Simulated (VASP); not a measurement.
Bi:

```
Bi
1.0
     2.26750    1.30914    3.93800
    -2.26750    1.30914    3.93800
     0.00000   -2.61828    3.93800
Bi
2
Cartesian
  0.0000 0.0000 9.0495
  0.0000 0.0000 2.7645
```

| Item | Value |
| --- | --- |
| Program | VASP 6.6.1 |
| Task | relaxation of cell and atoms |
| Functional | PBEsol |
| Dispersion | D4 |
| Potentials or basis | VASP PAW PBE potentials, release 64 (Bi_d) |
| Cutoff | 600 eV |
| k mesh | 7 × 7 × 7 |
| Occupations | fermi-dirac, width 0.05 eV |
| Spin | no spin polarisation |

At the start: pressure -1.6 GPa; volume 35.07 Å³/atom.

Question: Where does the relaxation end?

Answer: Over 10 steps the energy falls by 13.8 meV/atom and the volume is 33.26 Å³/atom (-5.2 %); space group R-3m (No. 166, to 0.1 Å) before and after.

The path:
```tsv
step	energy change (eV)	largest force (eV/Å)	pressure (GPa)	volume (Å³)
1	0.0000	0.1334	-1.60	70.14
2	-0.0121	0.3224	0.90	66.64
3	-0.0141	0.2710	0.18	67.55
4	-0.0206	0.1799	0.15	67.18
5	-0.0265	0.0436	0.25	66.07
6	-0.0268	0.0087	0.21	66.27
7	-0.0272	0.0300	-0.29	66.84
8	-0.0273	0.0231	-0.12	66.65
9	-0.0276	0.0005	-0.02	66.54
10	-0.0276	0.0056	0.01	66.51
```

Final structure:
```xyz
2
Lattice="2.2508 1.2995 3.7899 -2.2508 1.2995 3.7899 0.0000 -2.5990 3.7899" Properties=species:S:1:pos:R:3 pbc="T T T"
Bi    0.0000    0.0000    8.6601
Bi    0.0000    0.0000    2.7096
```

Caveat: the PAW data sets were made with another functional, which shifts forces and pressure a little.
